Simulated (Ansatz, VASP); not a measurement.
One calculation of F, two programs

```
CELL_PARAMETERS angstrom
3.12900 -1.85702 -0.24134
3.12900 1.85702 -0.24134
-2.33520 0.00000 7.42959
ATOMIC_POSITIONS crystal
F 0.08485 0.08485 0.09400
F 0.91515 0.91515 0.90600
F 0.50157 0.50157 0.59372
F 0.49843 0.49843 0.40628
```

Change from the starting cell: volume 21.062 Å^3 an atom, stretch along a over the lengths across it, relative to the relaxed cell 0.9684.

Alike in both runs: task single point; functional PBEsol; k mesh 4 × 4 × 2; occupations gaussian, width 0.05 eV; no spin polarisation.

|  | VASP | Ansatz |
| --- | --- | --- |
| version | VASP 6.6.1 | Ansatz 0.2.0 |
| potentials or method | VASP PAW PBE potentials, release 64 (F), cutoff 520 eV | scalar-relativistic, plane waves, PAW |
| valence electrons in the cell | 28 | 28 |

```tsv
	VASP	Ansatz	Ansatz less VASP
gap on the k mesh at the Fermi level (eV)	2.48	2.55	+0.068
least direct gap on the mesh (eV)	2.54	2.61	+0.068
pressure (GPa)	-3.1	-3.2	-0.17
traceless stress, the component that is largest in VASP (GPa)	-4.05	-5.07	-1.019
rms of the force components (eV/Å)	0.773	0.963	+0.1909
```

VASP's potentials were made for PBE, not for PBEsol. Atom by atom the forces differ by 0.191 eV/Å (rms over components).

The k mesh is coarse, so the values compare programs but aren't converged.
